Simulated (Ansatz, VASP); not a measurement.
Two plane-wave programs on Al4N5

The input INCAR:

```
SYSTEM = Al4N5
PREC = Accurate ; ENCUT = 520
EDIFF = 1E-7 ; ISMEAR = 0
SIGMA = 0.05 ; LREAL = .FALSE.
LASPH = .TRUE. ; NELM = 150
ALGO = Normal ; ISIF = 2
LWAVE = .FALSE. ; LCHARG = .FALSE.
ISPIN = 2 ; MAGMOM = 0 0 0 0 3 0 0 0 0
LORBIT = 11 ; LDIPOL = .TRUE.
IDIPOL = 3 ; DIPOL = 0.5 0.5 0.352
GGA = PE ; NBANDS = 32
```

File KPOINTS:

```
Automatic mesh
0
G
  9 9 1
  0 0 0
```

POSCAR

```
Al4N5
1.0
    3.1297683445      0.0000000000      0.0000000000
   -1.5648841723      2.7104588943      0.0000000000
    0.0000000000      0.0000000000     25.0621509606
N Al
5 4
Direct
    0.3333333333      0.6666666667      0.1596032203
    0.6666666667      0.3333333333      0.2597004396
    0.3333333333      0.6666666667      0.3620561642
    0.6666666667      0.3333333333      0.4610505141
    0.3333333333      0.6666666667      0.5997949252
    0.6666666667      0.3333333333      0.1833176549
    0.3333333333      0.6666666667      0.2834148742
    0.6666666667      0.3333333333      0.3814237064
    0.3333333333      0.6666666667      0.4812895341
```

Input for Ansatz:

```yaml
crystal:
  lattice:
    - [3.1297683445, 0.0, 0.0]
    - [-1.5648841723, 2.7104588943, 0.0]
    - [0.0, 0.0, 25.0621509606]
  atoms:
    - { symbol: "N", position: [0.3333333333, 0.6666666667, 0.1596032203] }
    - { symbol: Al, position: [0.6666666667, 0.3333333333, 0.1833176549] }
    - { symbol: "N", position: [0.6666666667, 0.3333333333, 0.2597004396] }
    - { symbol: Al, position: [0.3333333333, 0.6666666667, 0.2834148742] }
    - { symbol: "N", position: [0.3333333333, 0.6666666667, 0.3620561642] }
    - { symbol: Al, position: [0.6666666667, 0.3333333333, 0.3814237064] }
    - { symbol: "N", position: [0.6666666667, 0.3333333333, 0.4610505141] }
    - { symbol: Al, position: [0.3333333333, 0.6666666667, 0.4812895341] }
    - { symbol: "N", position: [0.3333333333, 0.6666666667, 0.5997949252], spin: 3.0 }
basis:
  ecutwfc: 420
kpoints:
  mp_grid: { grid: [9, 9, 1] }
hamiltonian:
  xc: pbe
  pseudopotentials: { kind: paw, azcp: { folder: soft_1 } }
scf:
  occupations: { method: gaussian, width: 0.05 }
output:
  forces: true
  eigenvalues: true
  populations: true
magnetization:
  spin_polarized: true
efield:
  axis: 3
  dipole_correction: true
  ramp_width: 0.04
```

Alike in both runs: task single point; functional PBE; k mesh 9 × 9 × 1; occupations gaussian, width 0.05 eV; collinear spin.

```csv
,VASP,Ansatz
version,VASP 6.6.1,Ansatz 0.2.0
potentials or method,"VASP PAW PBE potentials, release 64 (N, Al), cutoff 520 eV","scalar-relativistic, plane waves, PAW"
valence electrons in the cell,37,37
```

VASP gave:

```
gap on the k mesh at the Fermi level (eV)                     : none
rms of the force components (eV/Å)                            : 0.824
net moment per atom (μB)                                      : 0.27
size of the moment on the site where the two differ most (μB) : 1.71
```

Task: Estimate Ansatz's values.

Result: gap on the k mesh at the Fermi level (eV): none; rms of the force components (eV/Å): 0.891; net moment per atom (μB): 0.33; size of the moment on the site where the two differ most (μB): 2.40.

Site moments also hang on the region over which each program counts them. A gap of «none» marks a metal or a gap that the smearing closes. Ansatz's warnings: stability check not made, vacuum below fermi.
